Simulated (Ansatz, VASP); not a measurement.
## One calculation of GaN, two programs

POSCAR

```
GaN
1.0
    0.0000000000      2.0874300820      2.0874300820
    2.0874300820      0.0000000000      2.0874300820
    2.0874300820      2.0874300820      0.0000000000
Ga N
1 1
Direct
    0.0000000000      0.0000000000      0.0000000000
    0.5000000000      0.5000000000      0.5000000000
```

Contents of INCAR.step1:

```
SYSTEM = GaN
PREC     = Accurate       ! precision mode
ENCUT    = 520            ! plane-wave cutoff, eV
ISMEAR   = 0              ! smearing method
SIGMA    = 0.01           ! smearing width, eV
LREAL    = .FALSE.        ! projectors in reciprocal space
LASPH    = .TRUE.         ! aspherical terms in the spheres
NELM     = 60             ! most SCF steps
NBANDS   = 16             ! bands
GGA      = PE             ! functional
ALGO     = Normal         ! electronic algorithm
EDIFF    = 1E-4           ! SCF threshold, eV
LWAVE    = .TRUE.         ! write WAVECAR
LCHARG   = .FALSE.        ! write CHGCAR
```

File INCAR.step2:

```
SYSTEM = GaN
PREC     = Accurate       ! precision mode
ENCUT    = 520            ! plane-wave cutoff, eV
EDIFF    = 1E-6           ! SCF threshold, eV
ISMEAR   = 0              ! smearing method
SIGMA    = 0.01           ! smearing width, eV
LREAL    = .FALSE.        ! projectors in reciprocal space
LASPH    = .TRUE.         ! aspherical terms in the spheres
NELM     = 60             ! most SCF steps
ALGO     = Normal         ! electronic algorithm
ISIF     = 2              ! what is computed and relaxed
LWAVE    = .FALSE.        ! write WAVECAR
LCHARG   = .FALSE.        ! write CHGCAR
METAGGA  = R2SCAN         ! meta-GGA
LMIXTAU  = .TRUE.       
NBANDS   = 16             ! bands
ISTART   = 1
```

The input KPOINTS:

```
Automatic mesh
0
G
  10 10 10
  0 0 0
```

Input for Ansatz:

```yaml
crystal:
  lattice:
    - [0.0, 2.087430082, 2.087430082]
    - [2.087430082, 0.0, 2.087430082]
    - [2.087430082, 2.087430082, 0.0]
  atoms:
    - { symbol: Ga, position: [0.0, 0.0, 0.0] }
    - { symbol: "N", position: [0.5, 0.5, 0.5] }
kpoints:
  mp_grid: { grid: [10, 10, 10] }
  band_path:
    path:
      - [0.0, 0.0, 0.0]
      - [0.5, 0.0, 0.5]
      - [0.625, 0.25, 0.625]
      - [0.375, 0.375, 0.75]
      - [0.5, 0.5, 0.5]
      - [0.5, 0.25, 0.75]
      - [0.0, 0.177083, -0.177083]
      - [0.0, 0.5, 0.5]
    npoints: 1
hamiltonian:
  xc: r2scan
scf:
  occupations: { method: fixed }
  n_extra_bands: 4
output:
  forces: true
  stress: true
  eigenvalues: true
```

Change from the starting cell: hydrostatic strain -1.0%.

Alike in both runs: task single point; functional r2SCAN; k mesh 10 × 10 × 10; no spin polarisation.

|  | VASP | Ansatz |
| --- | --- | --- |
| version | VASP 6.6.1 | Ansatz 0.2.0 |
| potentials or method | VASP PAW PBE potentials, release 64 (Ga_d, N) | plane waves, PAW |
| plane-wave cutoff (eV) | 520 | 500 |
| occupations | gaussian, width 0.01 eV | fixed |
| valence electrons in the cell | 18 | 18 |

|  | VASP | Ansatz | Ansatz less VASP |
| --- | --- | --- | --- |
| gap on the k mesh at the Fermi level (eV) | 1.38 | 1.41 | +0.025 |
| pressure (GPa) | 9.3 | 7.8 | -1.49 |

VASP's potentials were made for PBE, not for r2SCAN.
